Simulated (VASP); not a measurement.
Runs of VASP 6.6.1 on Hf. The structure is that of space group Im-3m (No. 229), or close to it. The cells are those of the table. 

```tsv
task	cell	k mesh	cutoff (eV)	gap on the mesh (eV)	pressure (GPa)	relaxed volume (Å³/atom)
relaxation of cell and atoms	relaxed from a = 3.074 Å, angles 109.5°, 1 atom	22 × 22 × 22	600	none	0.0	22.20
single point	a = 3.074 Å, angles 109.5°, 1 atom	6 × 6 × 6	520	none	-0.6	-
single point	a = 3.070 Å, angles 109.5°, 1 atom	22 × 22 × 22	520	none	(a)	-
relaxation of cell and atoms	relaxed from a = 3.074 Å, angles 109.5°, 1 atom	6 × 6 × 6	600	none	0.0	22.20
```

Alike in all rows: level PBE; potentials or basis VASP PAW PBE potentials, release 64 (Hf_pv); no spin polarisation; smearing gaussian 0.1 eV.

Problem. Fill in the values left out.

Solution. (a) -0.3.

Caveats: some runs use coarse meshes; spin-orbit coupling is left out, which moves the levels of the heavy elements.

A k mesh can miss the band edges, and the runs leave out spin-orbit coupling on Hf.

A gap of «none» marks levels without a gap at the run's occupations.
